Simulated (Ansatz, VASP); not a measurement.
## C: VASP beside Ansatz

```xyz
2
Lattice="-0.0029 1.7921 1.8037 1.7940 0.0114 1.7893 1.8268 1.8105 -0.0213" Properties=species:S:1:pos:R:3 pbc="T T T"
C     1.8312    1.7872    1.7814
C     2.6911    2.7303    2.6832
```

Change from the starting cell: all atoms moved at random, cell strained at random.

Alike in both runs: task single point; functional PBEsol; k mesh 12 × 12 × 12; occupations gaussian, width 0.02 eV; no spin polarisation.

|  | VASP | Ansatz |
| --- | --- | --- |
| version | VASP 6.6.1 | Ansatz 0.2.0 |
| potentials or method | VASP PAW PBE potentials, release 64 (C), cutoff 520 eV | scalar-relativistic, plane waves, PAW |
| valence electrons in the cell | 8 | 8 |

Ansatz gave:

| Item | Value |
| --- | --- |
| gap on the k mesh at the Fermi level (eV) | 2.85 |
| least direct gap on the mesh (eV) | 3.91 |
| pressure (GPa) | -18.1 |
| traceless stress, the component that is largest in VASP (GPa) | -8.97 |
| rms of the force components (eV/Å) | 1.259 |

What did VASP give for the same quantities?

gap on the k mesh at the Fermi level (eV): 2.84; least direct gap on the mesh (eV): 3.91; pressure (GPa): -17.2; traceless stress, the component that is largest in VASP (GPa): -9.07; rms of the force components (eV/Å): 1.266.

VASP's potentials were made for PBE, not for PBEsol. Atom by atom the forces differ by 0.008 eV/Å (rms over components). The functional is the same, so the differences come from potentials, cutoffs and numerics.
